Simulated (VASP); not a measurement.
Write the native input for VASP 6.6.1 that does the following.

* Task: single point
* Functional: PBE
* Potentials or basis: VASP PAW PBE potentials, release 64 (Pr, F)
* Cutoff: 800 eV
* k mesh: 8 × 8 × 8
* Occupations: gaussian, width 0.1 eV
* Spin: no spin polarisation
* Dipole correction: no
* Second try: not_converged
* Further INCAR settings: ALGO = All; EDIFF = 1e-06; NBANDS = 32

The structure of Pr2F3 lies in POSCAR:

```
Pr2F3
1.0
    4.7883363833      0.0000000000      0.0000000000
    0.0000000000      4.7883363833      0.0000000000
    0.0000000000      0.0000000000      4.7883363833
Pr F
2 3
Direct
    0.5000000000      0.5000000000      0.5000000000
    0.0000000000      0.0000000000      0.0000000000
    0.5000000000      0.0000000000      0.0000000000
    0.0000000000      0.5000000000      0.0000000000
    0.0000000000      0.0000000000      0.5000000000
```

The cell was generated, and may not be a known phase.

These files were run (other wordings do the same):

INCAR

```
SYSTEM = Pr2F3
PREC = Accurate
ENCUT = 800
EDIFF = 1E-6
ISMEAR = 0
SIGMA = 0.1
LREAL = .False.
LASPH = .True.
NELM = 300
ALGO = All
ISIF = 2
LWAVE = .False.
LCHARG = .True.
GGA = PE
LVHAR = .True.
NBANDS = 32
GGA_COMPAT = .False.
LMAXMIX = 6
ISEARCH = 1
KPAR = 4
```

KPOINTS

```
Automatic mesh
0
Gamma
  8 8 8
  0 0 0
```

Potentials or basis: VASP PAW PBE potentials, release 64 (Pr, F).

Run with:

```bash
$ cat potpaw_PBE.64/Pr/POTCAR potpaw_PBE.64/F/POTCAR > POTCAR
$ mpirun -np 4 vasp_std > vasp.out
```

It gave:

```json
{
 "Pressure": "-1.0 GPa",
 "Band gap on the k mesh": "zero (an odd number of electrons rules out a gap without spin polarisation)"
}
```

Caveat: spin-orbit coupling is left out, which moves the levels of the heavy elements; an odd number of electrons without spin polarisation forces a metal; a magnetic or distorted state may lie lower; the run has no spin polarisation, though such a crystal can be magnetic; semilocal functionals describe open f shells poorly, which spoils levels, moments and volumes.

Wall time 17 min on 4 MPI ranks on Intel(R) Xeon(R) Platinum 8488C (Sapphire Rapids), with other jobs on the host, peak memory 0.66 GiB a rank.
